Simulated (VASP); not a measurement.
# CsAg2: single point with PBE

The system is CsAg2.

```
CELL_PARAMETERS angstrom
5.63146 0.00000 0.00000
-2.81573 4.87699 0.00000
0.00000 0.00000 4.14036
ATOMIC_POSITIONS crystal
Cs 0.00000 0.00000 0.50000
Ag 0.33333 0.66667 0.00000
Ag 0.66667 0.33333 0.00000
```

The cell was generated, and may not be a known phase.

```json
{"Program": "VASP 6.6.1", "Task": "single point", "Functional": "PBE", "Potentials or basis": "VASP PAW PBE potentials, release 64 (Cs_sv, Ag)", "Cutoff": "520 eV", "k mesh": "6 × 6 × 4", "Occupations": "gaussian, width 0.1 eV", "Spin": "no spin polarisation"}
```

| Item | Value |
| --- | --- |
| Pressure | -1.3 GPa |
| Band gap on the k mesh | zero (an odd number of electrons rules out a gap without spin polarisation) |

Stress tensor (GPa, compression positive):
```
-2.31  0.00  0.00
 0.00 -2.31  0.00
 0.00  0.00  0.86
```

Levels at points of the mesh, in eV from the Fermi level:
```
           k point  band 13  band 14  band 15  band 16  band 17  band 18
(0.00, 0.00, 0.00)    -3.36    -3.31    -3.31     1.85     1.85     2.46
(0.50, 0.00, 0.00)    -3.26    -3.20    -1.44    -1.42     2.41     2.47
(0.00, 0.00, 0.50)    -3.31    -3.15    -1.28     0.13     3.44     3.44
(0.50, 0.00, 0.50)    -3.18    -3.11    -1.13     0.49     1.56     1.84
```

It took 37 s on 1 thread of Oxide Virtual Turin-like Processor, on a shared host, peak memory 0.21 GiB.

Caveat: the k points lie up to 0.38 Å⁻¹ apart, too coarse for converged energies and pressures of a metal; spin-orbit coupling is left out, which moves the levels of the heavy elements.
